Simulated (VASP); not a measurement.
Here is a VASP 6.6.1 calculation.

File INCAR:

```
SYSTEM = Te
PREC = Accurate
ENCUT = 520
EDIFF = 1E-6
ISMEAR = -1
SIGMA = 0.05
LREAL = .False.
LASPH = .True.
NELM = 60
ALGO = Normal
ISIF = 2
LWAVE = .False.
LCHARG = .True.
GGA = CA
LELF = .True.
LVHAR = .True.
NBANDS = 16
```

File KPOINTS:

```
Automatic mesh
0
Gamma
  7 7 5
  0 0 0
```

File POSCAR:

```
Te
1.0
    4.4241064818      0.0000000000      0.0000000000
   -2.2120532409      3.8313886024      0.0000000000
    0.0000000000      0.0000000000      5.8842404128
Te
3
Direct
    0.7310000000      0.7310000000      0.0000000000
    0.0000000000      0.2690000000      0.6666666667
    0.2690000000      0.0000000000      0.3333333333
```

Potentials or basis: VASP PAW LDA potentials, release 64 (Te).

Command:

```bash
$ cat potpaw_LDA.64/Te/POTCAR > POTCAR
$ mpirun -np 1 vasp_std > vasp.out
```

Question: What does it give for the band gap on the k mesh?

Answer: 0.57 eV, indirect (least direct gap 0.76 eV).

Question: What does it give for the largest force?

Answer: 0.191 eV/Å.

Question: Predict the pressure.

Answer: -0.9 GPa.

Forces in eV/Å, atoms in the order of the input:
```
Te  -0.095 -0.165  0.000
Te  -0.095  0.165  0.000
Te   0.191  0.000  0.000
```

Caveat: spin-orbit coupling is left out, which moves the levels of the heavy elements. A k mesh can miss the band edges.
